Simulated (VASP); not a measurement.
# Sr2Li3Mo (P-3m1) in VASP: further runs

Sr2Li3Mo is run at these levels: PBE; tasks: single point, relaxation of cell and atoms.

All numbers are computed with VASP 6.6.1; they aren't measurements. Logs are shortened: lines on timing, memory, paths and dates and some standing lists are left out, and cuts for length are marked.

## Step 1: The cell of the first run

Symmetry: P-3m1, No. 164, trigonal system. The conventional cell has a = 5.323 Å, b = 5.323 Å, c = 6.575 Å, α = 90.00°, β = 90.00°, γ = 120.00°. Within 4.2 Å of Li (site symmetry 3m) lie 5 Sr at 3.20 to 3.37 Å and 6 Li at 3.31 to 3.94 Å and 3 Mo at 3.69 Å. Within 4.3 Å of Li (site symmetry -3m) lie 2 Mo at 3.29 Å and 6 Li at 3.31 Å and 6 Sr at 3.74 Å. Within 4.2 Å of Sr (site symmetry 3m) lie 8 Li at 3.20 to 3.74 Å and 3 Mo at 3.28 Å and 3 Sr at 3.84 Å. Within 4.3 Å of Mo (site symmetry -3m) lie 6 Sr at 3.28 Å and 8 Li at 3.29 to 3.69 Å.

The cell was built from a structure type or drawn by symmetry, and may not be a known phase.

## Step 2: Single point, PBE

INCAR

```
SYSTEM = Sr2Li3Mo
PREC = Accurate ; ENCUT = 520
EDIFF = 1E-6 ; ISMEAR = 0
SIGMA = 0.1 ; LREAL = .False.
LASPH = .True. ; NELM = 80
ALGO = Fast ; ISIF = 2
LWAVE = .False. ; LCHARG = .False.
GGA = PE ; NBANDS = 30
```

KPOINTS

```
regular mesh
0
Gamma
  6 6 4
  0 0 0
```

POSCAR

```
Sr2Li3Mo
1.0
    5.3230022661      0.0000000000      0.0000000000
   -2.6615011330      4.6098551868      0.0000000000
    0.0000000000      0.0000000000      6.5754044251
Li Sr Mo
3 2 1
Direct
    0.6666666667      0.3333333333      0.3119521183
    0.3333333333      0.6666666667      0.6880478817
    0.0000000000      0.0000000000      0.5000000000
    0.6666666667      0.3333333333      0.8245783484
    0.3333333333      0.6666666667      0.1754216516
    0.0000000000      0.0000000000      0.0000000000
```

Potentials or basis: VASP PAW PBE potentials, release 64 (Li_sv, Sr_sv, Mo_sv).

Command:

```console
cat potpaw_PBE.64/Li_sv/POTCAR potpaw_PBE.64/Sr_sv/POTCAR potpaw_PBE.64/Mo_sv/POTCAR > POTCAR
mpirun -np 1 vasp_std > vasp.out
```

OUTCAR:

```text
SYSTEM = Sr2Li3Mo
   PREC = Accurate
   ENCUT = 520
   EDIFF = 1E-6
   ISMEAR = 0
   LREAL = .False.
   LASPH = .True.
   NELM = 80
   ISIF = 2
   GGA = PE

 ion  position               nearest neighbor table
   1  0.667  0.333  0.312-   5 3.20   5 3.20   5 3.20   4 3.20   4 3.37
   2  0.333  0.667  0.688-   4 3.20   4 3.20   4 3.20   5 3.20   5 3.37
   3  0.000  0.000  0.500-   4 3.74   5 3.74   5 3.74   4 3.74   4 3.74   5 3.74
   4  0.667  0.333  0.825-   2 3.20   2 3.20   2 3.20   1 3.20   6 3.28   6 3.28   6 3.28   1 3.37
                             3 3.74   3 3.74   3 3.74   5 3.84   5 3.84   5 3.84
   5  0.333  0.667  0.175-   1 3.20   1 3.20   1 3.20   2 3.20   6 3.28   6 3.28   6 3.28   2 3.37
                             3 3.74   3 3.74   3 3.74   4 3.84   4 3.84   4 3.84
   6  0.000  0.000  0.000-   4 3.28   5 3.28   5 3.28   4 3.28   4 3.28   5 3.28

  LATTYP: Found a hexagonal cell.
 ALAT       =     5.3230022661
 C/A-ratio  =     1.2352811621

  Lattice vectors:

 A1 = (   5.3230022661,   0.0000000000,   0.0000000000)
 A2 = (  -2.6615011330,   4.6098551868,   0.0000000000)
 A3 = (   0.0000000000,   0.0000000000,   6.5754044251)

Analysis of symmetry for initial positions (statically):
=====================================================================
 Subroutine PRICEL returns:
 Original cell was already a primitive cell.

 Routine SETGRP: Setting up the symmetry group for a
 hexagonal supercell.

 Subroutine GETGRP returns: Found 12 space group operations
 (whereof 12 operations were pure point group operations)
 out of a pool of 24 trial point group operations.

The static configuration has the point symmetry D_3d.

Analysis of symmetry for dynamics (positions and initial velocities):
=====================================================================
 Subroutine PRICEL returns:
 Original cell was already a primitive cell.

 Routine SETGRP: Setting up the symmetry group for a
 hexagonal supercell.

 Subroutine GETGRP returns: Found 12 space group operations
 (whereof 12 operations were pure point group operations)
 out of a pool of 24 trial point group operations.

The dynamic configuration has the point symmetry D_3d.

 Subroutine INISYM returns: Found 12 space group operations
 (whereof 12 operations are pure point group operations),
 and found     1 'primitive' translations

----------------------------------------------------------------------------------------

                                     Primitive cell
[... 101 lines left out ...]
   NSW    =      0    number of steps for IOM
   IBRION =     -1    ionic relax: 0-MD 1-quasi-New 2-CG
   NFREE  =      0    steps in history (QN), initial steepest desc. (CG)
   ISIF   =      2    stress and relaxation
   ISYM   =      2    0-nonsym 1-usesym 2-fastsym
   POTIM  = 0.5000    time-step for ionic-motion
   TEBEG  =    0.0;   TEEND  =   0.0 temperature during run
   PSTRESS=    0.0 pullay stress
   NELECT =      43.0000    total number of electrons
   NUPDOWN=      -1.0000    fix difference up-down
   EMIN   =  10.00;   EMAX   =-10.00  energy-range for DOS
   EFERMI =   0.00;   METHOD = LEGACY
   ISMEAR =     0;   SIGMA  =   0.10  broadening in eV -4-tet -1-fermi 0-gaus
   EFERMI_NEDOS =   21; number of points for ismear=-14 and -15
   IALGO  =     68    algorithm
   IMIX   =      4    mixing-type and parameters
     AMIX     =   0.40;   BMIX     =  1.00
     AMIX_MAG =   1.60;   BMIX_MAG =  1.00
  volume/ion in A,a.u.               =      26.89       181.47
  Fermi-wavevector in a.u.,A,eV,Ry     =   1.053519  1.990861 15.101124  1.109901
  Thomas-Fermi vector in A             =   2.188643
   LORBIT       =      0    0 simple, 1 ext, 2 COOP (PROOUT), +10 PAW based schemes
   GGA     = PE    functional components
   LHFCALC =     F    Hartree Fock is set to
   AEXX    =    0.0000 exact exchange contribution
   IVDW    =     0    specifies the selected vdW correction
   LEPSILON=     F    determine dielectric tensor
   LRPA    =     F    only Hartree local field effects (RPA)
 non-spin polarized calculation
 RMM-DIIS sequential band-by-band and
 Gauss-broadening in eV      SIGMA  =   0.10
  energy-cutoff  :      520.00
  volume of cell :      161.35
 maximum number of plane-waves:      4380
   NGX = 19   NGY = 19   NGZ = 25

 number of electron      42.9999991 magnetization

 Free energy of the ion-electron system (eV)
  ---------------------------------------------------
  ext. energy  EPLUGINS =         0.00000000
  ---------------------------------------------------
  free energy    TOTEN  =       -15.93315254 eV

  energy without entropy =      -15.86609396  energy(sigma->0) =      -15.89962325

 E-fermi :   2.3017     XC(G=0):  -8.3127

 val. band max:        2.3001104047   @ k =   0.5000  -0.0000   0.2500
 cond. band min:       2.3108255353   @ k =   0.3333   0.0000   0.0000
 fundamental gap:      0.0107151307
 Fermi energy:         2.3017280319

 k-point     1 :       0.0000    0.0000    0.0000
  band No.  band energies     occupation
      1     -57.8450      2.00000
      2     -44.4885      2.00000
      3     -44.4881      2.00000
      4     -43.8482      2.00000
      5     -32.8267      2.00000
      6     -32.7994      2.00000
[... 781 lines left out ...]
     29       5.3938      0.00000
     30       5.6319      0.00000

------------------------ aborting loop because EDIFF is reached ----------------------------------------

  FORCE on cell =-STRESS in cart. coord.  units (eV):
  Direction    XX          YY          ZZ          XY          YZ          ZX
  --------------------------------------------------------------------------------------
  -------------------------------------------------------------------------------------
  Total        0.2307636      0.2307636     -0.2782798      0.0000000     -0.0000000      0.0000000
  in kB        2.2914554      2.2914554     -2.7632866      0.0000000     -0.0000000      0.0000000
  external PRESSURE =       0.6065414 kB  Pullay stress =       0.0000000 kB

 VOLUME and BASIS-vectors are now :
 -----------------------------------------------------------------------------
  energy-cutoff  :      520.00
  volume of cell :      161.35
      direct lattice vectors                 reciprocal lattice vectors
     5.323002266  0.000000000  0.000000000     0.187863906  0.108463277  0.000000000
    -2.661501133  4.609855187  0.000000000     0.000000000  0.216926554  0.000000000
     0.000000000  0.000000000  6.575404425     0.000000000  0.000000000  0.152081900

 POSITION                                       TOTAL-FORCE (eV/Angst)
 -----------------------------------------------------------------------------------
      2.66150      1.53662      2.05121        -0.000000      0.000000     -0.014596
     -0.00000      3.07324      4.52419         0.000000      0.000000      0.014596
      0.00000      0.00000      3.28770         0.000000      0.000000      0.000000
      2.66150      1.53662      5.42194        -0.000000      0.000000     -0.020521
     -0.00000      3.07324      1.15347         0.000000      0.000000      0.020521
      0.00000      0.00000      0.00000         0.000000      0.000000      0.000000
 -----------------------------------------------------------------------------------
    total drift:                               -0.000000      0.000000      0.000000

  FREE ENERGIE OF THE ION-ELECTRON SYSTEM (eV)
  ---------------------------------------------------
  free  energy   TOTEN  =       -15.9331525372 eV

  energy  without entropy=      -15.8660939568  energy(sigma->0) =      -15.89962325
```

OSZICAR:

```text
N       E                     dE             d eps       ncg     rms          rms(c)
DAV:   1     0.334861147423E+03    0.33486E+03   -0.19584E+04  1448   0.135E+03
DAV:   2     0.154367058922E+02   -0.31942E+03   -0.31130E+03  1556   0.369E+02
DAV:   3    -0.131517125892E+02   -0.28588E+02   -0.27908E+02  2514   0.751E+01
[... 40 lines left out ...]
RMM:  44    -0.159331484551E+02   -0.23073E-05   -0.33859E-05  1566   0.349E-02    0.521E-03
RMM:  45    -0.159331496291E+02   -0.11740E-05   -0.22978E-05  1534   0.338E-02    0.515E-03
RMM:  46    -0.159331512211E+02   -0.15919E-05   -0.26618E-05  1491   0.327E-02    0.549E-03
RMM:  47    -0.159331517012E+02   -0.48007E-06   -0.15658E-05  1494   0.318E-02    0.580E-03
RMM:  48    -0.159331527697E+02   -0.10685E-05   -0.21620E-05  1478   0.307E-02    0.616E-03
RMM:  49    -0.159331525372E+02    0.23249E-06   -0.88231E-06  1482   0.299E-02
   1 F= -.15933153E+02 E0= -.15899623E+02  d E =-.670586E-01
```

stdout:

```text
POSCAR found type information on POSCAR LiSrMo
 POSCAR found :  3 types and       6 ions
 scaLAPACK will be used
 LDA part: xc-table for (Slater+PW92), standard interpolation
 POSCAR, INCAR and KPOINTS ok, starting setup
 FFT: planning ... GRIDC
 FFT: planning ... GRID_SOFT
 FFT: planning ... GRID
 WAVECAR not read
 entering main loop
WARNING in EDDRMM: call to ZHEGV failed, returncode =   6  3      9
WARNING in EDDRMM: call to ZHEGV failed, returncode =   6  3     22
WARNING in EDDRMM: call to ZHEGV failed, returncode =   8  4     12
WARNING in EDDRMM: call to ZHEGV failed, returncode =   8  4     15
```

Run time: 5.3 min. Hardware: 1 thread of Intel Xeon 6975P-C (Granite Rapids), shared host; peak memory 0.34 GiB.

Results:

| Property | Result |
| --- | --- |
| Free energy | -15.9332 eV |
| Largest force | 0.021 eV/Å |
| Band gap on the k mesh | zero (an odd number of electrons rules out a gap without spin polarisation) |

Forces in eV/Å, atoms in the order of the input:
```
Li   0.000  0.000 -0.015
Li   0.000  0.000  0.015
Li   0.000  0.000  0.000
Sr   0.000  0.000 -0.021
Sr   0.000  0.000  0.021
Mo   0.000  0.000  0.000
```

Caveat: the cutoff is under 1.25 times the usual one of these potentials, so pressure, stress and relaxed cells hold a basis-set (Pulay) error.

(Continued in part 2 of 2.)
